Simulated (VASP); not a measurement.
TaN:

```
Ta N
1.0
     0.00000    2.49114    2.49114
     2.49114    0.00000    2.49114
     2.49114    2.49114    0.00000
Ta N
1 1
Direct
  0.00000 0.00000 0.00000
  0.25000 0.25000 0.25000
```

Program: VASP 6.6.1. Alike in all runs: task single point; cell as given; cutoff (eV) 520.

Order these runs on this cell by their pressure, lowest first.
A. level PBEsol; potentials or basis VASP PAW PBE potentials, release 64 (Ta_pv, N); spin collinear, ferromagnetic start; k mesh 7 × 7 × 7; smearing gaussian 0.05 eV
B. level LDA; potentials or basis VASP PAW LDA potentials, release 64 (Ta_pv, N); spin off; k mesh 9 × 9 × 9; smearing fermi-dirac 0.05 eV
C. level PBE; potentials or basis VASP PAW PBE potentials, release 64 (Ta_pv, N); spin off; k mesh 4 × 4 × 4; smearing fermi-dirac 0.05 eV

B (-33.8 GPa), A (-30.5 GPa), C (-24.8 GPa).

Caveats: some runs use coarse meshes; the PAW data sets were made with another functional, which shifts forces and pressure a little (some runs).
